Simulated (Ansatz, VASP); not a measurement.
Hf in VASP and in Ansatz

```
Hf
1.0
     2.94034    0.00000    0.00000
     0.00000    2.94034    0.00000
     0.00000    0.00000    2.94034
Hf
1
Cartesian
  0.0000 0.0000 0.0000
```

Alike in both runs: functional revPBE; k mesh 11 × 11 × 11; occupations fermi-dirac, width 0.1 eV; no spin polarisation.

Ansatz relaxed the structure, and its values are those at the end. VASP's run is a single point on that final structure, the one shown.

|  | VASP | Ansatz |
| --- | --- | --- |
| version | VASP 6.6.1 | Ansatz 0.2.0 |
| potentials or method | VASP PAW PBE potentials, release 64 (Hf_pv), cutoff 520 eV | plane waves (420 eV) with PAW, scalar-relativistic |
| valence electrons in the cell | 10 | 26 |

```tsv
	VASP	Ansatz	Ansatz less VASP
pressure (GPa)	-0.3	0.0	+0.30
```

VASP's potentials were made for PBE, not for revPBE. VASP's potentials hold 10 valence electrons a cell and Ansatz's 26, so a difference there can come from the potentials and not from the codes.

Spin-orbit coupling is off throughout.
